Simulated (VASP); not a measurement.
A run of VASP 6.6.1 is set up as follows.

INCAR

```
SYSTEM = Pt
PREC = Accurate ; ENCUT = 520
EDIFF = 1E-7 ; ISMEAR = 0
SIGMA = 0.15 ; LREAL = .False.
LASPH = .True. ; NELM = 100
ALGO = Fast ; ISIF = 2
LWAVE = .False. ; LCHARG = .False.
GGA = PE ; NBANDS = 11
```

KPOINTS

```
regular mesh
0
Gamma
  22 22 22
  0 0 0
```

POSCAR

```
Pt
1.0
   -1.5703580750      1.5703580750      1.5842200000
    1.5703580750     -1.5703580750      1.5842200000
    1.5980819250      1.5980819250     -1.5842200000
Pt
1
Direct
    0.0000000000      0.0000000000      0.0000000000
```

Potentials or basis: VASP PAW PBE potentials, release 64 (Pt).

Launch:

```sh
$ cat potpaw_PBE.64/Pt/POTCAR > POTCAR
$ mpirun -np 1 vasp_std > vasp.out
```

(1) What does it give for the pressure?

(2) Estimate the band gap on the k mesh.

## Answers

(1) -1.4 GPa.

(2) zero (bands 5 and 6 overlap by 2.20 eV).

Caveat: the cell differs from its parent crystal (strain +0.0175 x Voigt [0, 0, 0, 0, 0, 1]); spin-orbit coupling is left out, which moves the levels of the heavy elements.
